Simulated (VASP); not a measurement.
# Si3C (P-6m2) in VASP: notebook

Si3C is run at these levels: PBE; tasks: relaxation of cell and atoms.

Program: VASP 6.6.1. These are calculated values, not measurements. Logs are shortened: lines on timing, memory, paths and dates and some standing lists are left out, and cuts for length are marked.

## Step 1: The cell of the first run

Symmetry: P-6m2, No. 187, hexagonal system. Conventional cell: a = 2.800 Å, b = 2.800 Å, c = 7.651 Å, α = 90.00°, β = 90.00°, γ = 120.00°. Within 3.9 Å of Si (site symmetry -6m2) lie 12 Si at 2.80 to 3.07 Å and 2 C at 3.83 Å. Within 2.8 Å of Si (site symmetry 3m) lie 3 C at 2.02 Å and 7 Si at 2.42 to 2.80 Å. Within 2.8 Å of C (site symmetry -6m2) lie 6 Si at 2.02 Å and 6 C at 2.80 Å.

## Step 2: Relaxation of cell and atoms, PBE

Input file INCAR:

```
PREC = Accurate ; ENCUT = 600
EDIFF = 1E-6 ; ISMEAR = 0
SIGMA = 0.1 ; LREAL = F
LASPH = T ; NELM = 80
ALGO = Normal ; ISIF = 3
LWAVE = F ; LCHARG = F
GGA = PE ; IBRION = 2
NSW = 100 ; EDIFFG = -0.01
```

Input file KPOINTS:

```
Automatic mesh
0
Gamma
  18 18 6
```

Input file POSCAR:

```
Si3C
1.0
    2.7999090593      0.0000000000      0.0000000000
   -1.3999545297      2.4247923737      0.0000000000
    0.0000000000      0.0000000000      7.6505447682
Si C
3 1
Direct
    0.3333333333      0.6666666667      0.0000000000
    0.6666666667      0.3333333333      0.3418246798
    0.6666666667      0.3333333333      0.6581753202
    0.3333333333      0.6666666667      0.5000000000
```

Potentials or basis: VASP PAW PBE potentials, release 64 (Si, C).

Started as:

```
cat potpaw_PBE.64/Si/POTCAR potpaw_PBE.64/C/POTCAR > POTCAR
mpirun -np 1 vasp_std > vasp.out
```

OUTCAR:

```text
PREC = Accurate
   ENCUT = 600
   EDIFF = 1E-6
   ISMEAR = 0
   LREAL = F
   LASPH = T
   NELM = 80
   ISIF = 3
   GGA = PE
   IBRION = 2
   NSW = 100
   EDIFFG = -0.01

 ion  position               nearest neighbor table
   1  0.333  0.667  0.000-   2 3.07   3 3.07   2 3.07   3 3.07   2 3.07   3 3.07
   2  0.667  0.333  0.342-   4 2.02   4 2.02   4 2.02   3 2.42   1 3.07   1 3.07   1 3.07
   3  0.667  0.333  0.658-   4 2.02   4 2.02   4 2.02   2 2.42   1 3.07   1 3.07   1 3.07
   4  0.333  0.667  0.500-   2 2.02   3 2.02   2 2.02   3 2.02   2 2.02   3 2.02

  LATTYP: Found a hexagonal cell.
 ALAT       =     2.7999090593
 C/A-ratio  =     2.7324261632

  Lattice vectors:

 A1 = (   2.7999090593,   0.0000000000,   0.0000000000)
 A2 = (  -1.3999545297,   2.4247923737,   0.0000000000)
 A3 = (   0.0000000000,   0.0000000000,   7.6505447682)

Analysis of symmetry for initial positions (statically):
=====================================================================
 Subroutine PRICEL returns:
 Original cell was already a primitive cell.

 Routine SETGRP: Setting up the symmetry group for a
 hexagonal supercell.

 Subroutine GETGRP returns: Found 12 space group operations
 (whereof 12 operations were pure point group operations)
 out of a pool of 24 trial point group operations.

The static configuration has the point symmetry D_3h.

Analysis of symmetry for dynamics (positions and initial velocities):
=====================================================================
 Subroutine PRICEL returns:
 Original cell was already a primitive cell.

 Routine SETGRP: Setting up the symmetry group for a
 hexagonal supercell.

 Subroutine GETGRP returns: Found 12 space group operations
 (whereof 12 operations were pure point group operations)
 out of a pool of 24 trial point group operations.

The dynamic configuration has the point symmetry D_3h.

 Subroutine INISYM returns: Found 12 space group operations
 (whereof 12 operations are pure point group operations),
 and found     1 'primitive' translations

----------------------------------------------------------------------------------------

                                     Primitive cell

  volume of cell :      51.9411

  direct lattice vectors                    reciprocal lattice vectors
     2.799909059  0.000000000  0.000000000     0.357154457  0.206203222  0.000000000
    -1.399954530  2.424792374  0.000000000     0.000000000  0.412406444  0.000000000
     0.000000000  0.000000000  7.650544768     0.000000000  0.000000000  0.130709646

  length of vectors
     2.799909059  2.799909059  7.650544768     0.412406444  0.412406444  0.130709646

  position of ions in fractional coordinates (direct lattice)
     0.333333333  0.666666667  0.000000000
     0.666666667  0.333333333  0.341824680
     0.666666667  0.333333333  0.658175320
     0.333333333  0.666666667  0.500000000

  ion indices of the primitive-cell ions
   primitive index   ion index
                 1           1
                 2           2
                 3           3
                 4           4

----------------------------------------------------------------------------------------

 KPOINTS: Automatic mesh

Automatic generation of k-mesh.
 Grid dimensions read from file:
 generate k-points for:   18   18    6

 Generating k-lattice:

  Cartesian coordinates                     Fractional coordinates (reciprocal lattice)
     0.019841914  0.011455735  0.000000000     0.055555556 -0.000000000  0.000000000
     0.000000000  0.022911469  0.000000000     0.000000000  0.055555556  0.000000000
     0.000000000  0.000000000  0.021784941     0.000000000  0.000000000  0.166666667

  Length of vectors
     0.022911469  0.022911469  0.021784941

  Shift w.r.t. Gamma in fractional coordinates (k-lattice)
     0.000000000  0.000000000  0.000000000

 Subroutine IBZKPT returns following result:
 ===========================================

 Found    148 irreducible k-points:

 Following reciprocal coordinates:
            Coordinates               Weight
  0.000000  0.000000  0.000000      1.000000
  0.055556  0.000000  0.000000      6.000000
  0.111111  0.000000  0.000000      6.000000
  0.166667  0.000000  0.000000      6.000000
  0.222222  0.000000  0.000000      6.000000
  0.277778  0.000000  0.000000      6.000000
[... 16 lines left out ...]
  0.333333  0.111111  0.000000     12.000000
  0.388889  0.111111  0.000000     12.000000
 [... further k-points ...]
   k-points           NKPTS =    148   k-points in BZ     NKDIM =    148   number of bands    NBANDS=     12
   number of dos      NEDOS =    301   number of ions     NIONS =      4
   total plane-waves  NPLWV =  36864
   dimension x,y,z NGX =    24 NGY =   24 NGZ =   64
   dimension x,y,z NGXF=    48 NGYF=   48 NGZF=  128
   ions per type =               3   1
   NGX,Y,Z   is equivalent  to a cutoff of  14.25, 14.25, 13.91 a.u.
   NGXF,Y,Z  is equivalent  to a cutoff of  28.50, 28.50, 27.81 a.u.
 SYSTEM =  unknown system
   PREC   = accura    normal or accurate (medium, high low for compatibility)
   ISTART =      0    job   : 0-new  1-cont  2-samecut
   ICHARG =      2    charge: 1-file 2-atom 10-const
   ISPIN  =      1    spin polarized calculation?
   LNONCOLLINEAR =      F non collinear calculations
   LSORBIT =      F    spin-orbit coupling
   LASPH  =      T    aspherical Exc in radial PAW
   ENCUT  =  600.0 eV  44.10 Ry    6.64 a.u.   5.59  5.59 15.28*2*pi/ulx,y,z
   NELM   =     80;   NELMIN=  2; NELMDL= -5     # of ELM steps
   EDIFF  = 0.1E-05   stopping-criterion for ELM
   LREAL  =      F    real-space projection
   EDIFFG = -.1E-01   stopping-criterion for IOM
   NSW    =    100    number of steps for IOM
   IBRION =      2    ionic relax: 0-MD 1-quasi-New 2-CG
   NFREE  =      1    steps in history (QN), initial steepest desc. (CG)
   ISIF   =      3    stress and relaxation
   ISYM   =      2    0-nonsym 1-usesym 2-fastsym
   POTIM  = 0.5000    time-step for ionic-motion
   TEBEG  =    0.0;   TEEND  =   0.0 temperature during run
   PSTRESS=    0.0 pullay stress
   NELECT =      16.0000    total number of electrons
   NUPDOWN=      -1.0000    fix difference up-down
   EMIN   =  10.00;   EMAX   =-10.00  energy-range for DOS
   EFERMI =   0.00;   METHOD = LEGACY
   ISMEAR =     0;   SIGMA  =   0.10  broadening in eV -4-tet -1-fermi 0-gaus
   EFERMI_NEDOS =   21; number of points for ismear=-14 and -15
   IALGO  =     38    algorithm
   IMIX   =      4    mixing-type and parameters
     AMIX     =   0.40;   BMIX     =  1.00
     AMIX_MAG =   1.60;   BMIX_MAG =  1.00
  volume/ion in A,a.u.               =      12.99        87.63
  Fermi-wavevector in a.u.,A,eV,Ry     =   1.105634  2.089344 16.632109  1.222426
  Thomas-Fermi vector in A             =   2.242123
   LORBIT       =      0    0 simple, 1 ext, 2 COOP (PROOUT), +10 PAW based schemes
   GGA     = PE    functional components
   LHFCALC =     F    Hartree Fock is set to
   AEXX    =    0.0000 exact exchange contribution
   IVDW    =     0    specifies the selected vdW correction
   LEPSILON=     F    determine dielectric tensor
   LRPA    =     F    only Hartree local field effects (RPA)
 conjugate gradient relaxation of ions
 non-spin polarized calculation
 Gauss-broadening in eV      SIGMA  =   0.10
  energy-cutoff  :      600.00
  volume of cell :       51.94
 maximum number of plane-waves:      1770
 NGX is ok and might be reduce to    24
   NGX = 11   NGY = 11   NGZ = 31

--------------------------------------- Ionic step        1  -------------------------------------------

 number of electron      16.0000000 magnetization

 Free energy of the ion-electron system (eV)
  ---------------------------------------------------
  ext. energy  EPLUGINS =         0.00000000
  ---------------------------------------------------
  free energy    TOTEN  =       -22.46556478 eV

  energy without entropy =      -22.45819627  energy(sigma->0) =      -22.46188052

------------------------ aborting loop because EDIFF is reached ----------------------------------------

  FORCE on cell =-STRESS in cart. coord.  units (eV):
  Direction    XX          YY          ZZ          XY          YZ          ZX
  --------------------------------------------------------------------------------------
  -------------------------------------------------------------------------------------
  Total        0.6924347      0.6924347     -2.0172674     -0.0000000      0.0000000      0.0000000
  in kB       21.3588855     21.3588855    -62.2247580     -0.0000000      0.0000000      0.0000000
  external PRESSURE =      -6.5023290 kB  Pullay stress =       0.0000000 kB
[... 95 lines left out ...]
  FREE ENERGIE OF THE ION-ELECTRON SYSTEM (eV)
  ---------------------------------------------------
  free  energy   TOTEN  =       -22.5005637713 eV

  energy  without entropy=      -22.4918744638  energy(sigma->0) =      -22.49621912

 E-fermi :   9.8409     XC(G=0): -11.3463

 val. band max:        9.8336833082   @ k =   0.2222   0.2222   0.0000
 cond. band min:       9.8612452262   @ k =   0.3889   0.1667   0.3333
 fundamental gap:      0.0275619179
 Fermi energy:         9.8409083634

 k-point     1 :       0.0000    0.0000    0.0000
  band No.  band energies     occupation
      1      -6.7451      2.00000
      2      -2.0700      2.00000
      3      -1.8486      2.00000
      4       5.7954      2.00000
      5       7.0273      2.00000
      6       9.0811      2.00000
      7       9.0811      2.00000
      8      14.8725      0.00000
      9      16.2333      0.00000
     10      16.2333      0.00000
     11      16.4331      0.00000
     12      17.1725      0.00000
[... 333 lines left out ...]
      1      -2.9425      2.00000
      2       0.2022      2.00000
      3       2.3638      2.00000
      4       2.3923      2.00000
      5       4.9713      2.00000
      6       5.3771      2.00000
      7       5.6712      2.00000
      8       9.3248      2.00000
      9      10.7215      0.00000
     10      11.3219      0.00000
     11      11.7210      0.00000
     12      13.0239      0.00000

 [... further k-points ...]

[... ionic steps 4 to 13 ...]

--------------------------------------- Ionic step       14  -------------------------------------------

 number of electron      16.0000000 magnetization

------------------------ aborting loop because EDIFF is reached ----------------------------------------
[... 71 lines left out ...]
--------------------------------------- Ionic step       16  -------------------------------------------

 number of electron      16.0000000 magnetization

 Free energy of the ion-electron system (eV)
  ---------------------------------------------------
  ext. energy  EPLUGINS =         0.00000000
  ---------------------------------------------------
  free energy    TOTEN  =       -22.65758967 eV

  energy without entropy =      -22.64989661  energy(sigma->0) =      -22.65374314

 E-fermi :  10.3708     XC(G=0): -11.5069

 val. band max:       10.3339548847   @ k =   0.2222   0.1667   0.1667
 cond. band min:      10.3717465227   @ k =   0.3889   0.1111   0.5000
 fundamental gap:      0.0377916380
 Fermi energy:        10.3708442493

 k-point     1 :       0.0000    0.0000    0.0000
  band No.  band energies     occupation
      1      -6.5624      2.00000
      2      -1.8230      2.00000
      3      -1.5675      2.00000
      4       6.3371      2.00000
      5       7.9064      2.00000
      6       9.4411      2.00000
      7       9.4411      2.00000
      8      15.4185      0.00000
      9      16.6938      0.00000
     10      16.6938      0.00000
     11      17.4551      0.00000
     12      17.6786      0.00000
[... 376 lines left out ...]
  FREE ENERGIE OF THE ION-ELECTRON SYSTEM (eV)
  ---------------------------------------------------
  free  energy   TOTEN  =       -22.6575896696 eV

  energy  without entropy=      -22.6498966092  energy(sigma->0) =      -22.65374314

 reached required accuracy - stopping structural energy minimisation
```

Run time: 13 min. Hardware: 1 thread of AMD EPYC 7R43 (Zen 3), shared host; peak memory 0.22 GiB.

What came out:

```
Free energy                           : -22.6576 eV
Relaxed volume                        : 12.01 Å³/atom
Relaxed cell                          : a = 2.888 Å, b = 2.888 Å, c = 6.653 Å, α = 90.00°, β = 90.00°, γ = 120.00°
Space group after relaxing (to 0.1 Å) : P-6m2 (No. 187)
Energy gained by relaxing             : 48.0 meV/atom
Ionic steps                           : 16
Pressure after relaxing               : 0.0 GPa
Largest force after relaxing          : 0.006 eV/Å
Band gap on the k mesh                : zero (bands 8 and 9 overlap by 7.89 eV)
```

Forces on the atoms (eV/Å):
```
Si   0.000  0.000  0.000
Si   0.000  0.000 -0.006
Si   0.000  0.000  0.006
C    0.000  0.000  0.000
```

Step by step:
```tsv
step	energy change (eV)	largest force (eV/Å)	pressure (GPa)	volume (Å³)
1	0.0000	0.1683	-0.65	51.94
2	-0.0344	0.8591	0.00	51.53
3	-0.0350	0.9893	0.15	51.45
4	-0.0597	0.8143	-0.53	51.32
5	-0.1170	0.2938	-2.24	50.88
6	-0.1638	0.3667	-4.27	49.91
7	-0.1848	0.2081	-2.35	48.89
8	-0.1872	0.1399	-1.32	48.41
9	-0.1872	0.1486	-1.47	48.48
10	-0.1899	0.0735	-1.06	48.39
11	-0.1916	0.0493	-0.41	48.24
12	-0.1916	0.0571	-0.38	48.23
13	-0.1919	0.0062	-0.23	48.14
14	-0.1920	0.0206	-0.16	48.09
15	-0.1920	0.0178	-0.16	48.10
16	-0.1920	0.0062	0.01	48.04
```

Final structure:
```xyz
4
Lattice="2.8875 0.0000 0.0000 -1.4438 2.5007 0.0000 0.0000 0.0000 6.6527" Properties=species:S:1:pos:R:3 pbc="T T T"
Si    0.0000    1.6671    0.0000
Si    1.4438    0.8336    2.1085
Si    1.4438    0.8336    4.5442
C     0.0000    1.6671    3.3263
```

## Step 3: Relaxation of cell and atoms, PBE

This run uses another cell than the first one, of 12.01 Å³/atom.

Input file INCAR:

```
SYSTEM = Si3C
ALGO = Normal
EDIFF = 1E-6
EDIFFG = -0.01
ENCUT = 600
GGA = PE
IBRION = 2
ISIF = 3
ISMEAR = 0
LASPH = .True.
LCHARG = .False.
LREAL = .False.
LWAVE = .False.
NELM = 60
NSW = 100
PREC = Accurate
SIGMA = 0.1
```

Input file KPOINTS:

```
k-points
0
Gamma
  18 18 8
  0 0 0
```

Input file POSCAR:

```
Si3C
1.0
    2.8872413883      0.0000000000      0.0000000000
   -1.4436206942      2.5004243891      0.0000000000
    0.0000000000      0.0000000000      6.6546548287
Si C
3 1
Direct
    0.3333333333      0.6666666667      0.0000000000
    0.6666666667      0.3333333333      0.3168831256
    0.6666666667      0.3333333333      0.6831168744
    0.3333333333      0.6666666667      0.5000000000
```

Potentials or basis: VASP PAW PBE potentials, release 64 (Si, C).

Started as:

```
cat potpaw_PBE.64/Si/POTCAR potpaw_PBE.64/C/POTCAR > POTCAR
mpirun -np 1 vasp_std > vasp.out
```

Wall time 26 min (1 thread of AMD EPYC 7R43 (Zen 3), shared host); peak memory 0.22 GiB.

Results (log left out):

```
Free energy                           : -22.6571 eV
Relaxed volume                        : 11.95 Å³/atom
Relaxed cell                          : a = 2.905 Å, b = 2.905 Å, c = 6.544 Å, α = 90.00°, β = 90.00°, γ = 120.00°
Space group after relaxing (to 0.1 Å) : P-6m2 (No. 187)
Energy gained by relaxing             : 0.9 meV/atom
Ionic steps                           : 19
Pressure after relaxing               : 0.0 GPa
Largest force after relaxing          : 0.004 eV/Å
Band gap on the k mesh                : zero (bands 8 and 9 overlap by 7.68 eV)
```

Forces on the atoms (eV/Å):
```
Si   0.000  0.000  0.000
Si   0.000  0.000  0.004
Si   0.000  0.000 -0.004
C    0.000  0.000  0.000
```

The path:
```tsv
step	energy change (eV)	largest force (eV/Å)	pressure (GPa)	volume (Å³)
1	0.0000	0.0149	-0.01	48.04
2	-0.0002	0.0435	-0.01	48.04
3	-0.0006	0.1259	0.00	48.03
4	-0.0005	0.2801	0.06	48.01
5	-0.0007	0.1827	0.02	48.02
6	-0.0007	0.1833	0.02	48.02
7	-0.0008	0.1856	0.01	48.02
8	-0.0009	0.1906	0.00	48.02
9	-0.0012	0.2002	-0.02	48.02
10	-0.0015	0.2169	-0.06	48.01
11	-0.0015	0.2383	-0.10	48.00
12	-0.0017	0.2284	-0.09	48.00
13	-0.0022	0.1974	-0.13	48.00
14	-0.0031	0.1048	-0.27	47.98
15	-0.0028	0.0726	-0.55	47.95
16	-0.0033	0.0370	-0.38	47.97
17	-0.0035	0.0294	-0.31	47.94
18	-0.0037	0.0071	-0.12	47.86
19	-0.0038	0.0036	-0.02	47.82
```

Final structure:
```
Si C
1.0
     2.90481    0.00000    0.00000
    -1.45240    2.51564    0.00000
     0.00000    0.00000    6.54377
Si C
3 1
Direct
  0.33333 0.66667 0.00000
  0.66667 0.33333 0.31351
  0.66667 0.33333 0.68649
  0.33333 0.66667 0.50000
```

Levels at points of the mesh, in eV from the Fermi level:
```tsv
k point	band 4	band 5	band 6	band 7	band 8	band 9	band 10	band 11	band 12
(0.00, 0.00, 0.00)	-3.88	-2.06	-1.03	-1.03	4.76	6.03	6.03	6.99	6.99
(0.50, 0.00, 0.00)	-7.35	-6.16	-5.40	-3.30	-0.34	1.52	2.78	2.86	3.80
(0.00, 0.00, 0.50)	-8.19	-1.02	-1.02	2.25	4.45	5.15	6.01	6.01	6.44
(0.50, 0.00, 0.50)	-7.40	-4.40	-3.64	-3.28	-2.26	-1.46	1.97	2.33	4.01
```
